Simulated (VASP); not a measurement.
The system is Re.

```
CELL_PARAMETERS angstrom
0.00000 1.94491 1.94491
1.94491 0.00000 1.94491
1.94491 1.94491 0.00000
ATOMIC_POSITIONS crystal
Re 0.00000 0.00000 0.00000
```

This isn't the form of Re at room conditions, which is hcp.

- Program: VASP 6.6.1
- Task: relaxation of cell and atoms
- Functional: revPBE
- Potentials or basis: VASP PAW PBE potentials, release 64 (Re)
- Cutoff: 500 eV
- k mesh: 14 × 14 × 14
- Occupations: fermi-dirac, width 0.1 eV
- Spin: no spin polarisation

At the start: pressure 9.7 GPa; volume 14.71 Å³/atom.

Q: Where does the relaxation end?

A: Over 4 steps the energy falls by 11.1 meV/atom and the volume is 15.09 Å³/atom (+2.6 %); space group Fm-3m (No. 225, to 0.1 Å) before and after.

The path:
```csv
step,energy change (eV),largest force (eV/Å),pressure (GPa),volume (Å³)
1,0.0000,0.0000,9.68,14.71
2,0.1461,0.0000,-28.66,16.69
3,-0.0111,0.0000,-0.41,15.11
4,-0.0111,0.0000,-0.01,15.09
```

Final structure:
```cif
data_structure
_symmetry_space_group_name_H-M 'P 1'
_symmetry_Int_Tables_number 1
_cell_length_a 2.7739
_cell_length_b 2.7739
_cell_length_c 2.7739
_cell_angle_alpha 60.000
_cell_angle_beta 60.000
_cell_angle_gamma 60.000
_cell_volume 15.09
loop_
_atom_site_label
_atom_site_type_symbol
_atom_site_fract_x
_atom_site_fract_y
_atom_site_fract_z
_atom_site_occupancy
Re1 Re 0.00000 0.00000 0.00000 1
```

Caveat: the PAW data sets were made with another functional, which shifts forces and pressure a little.
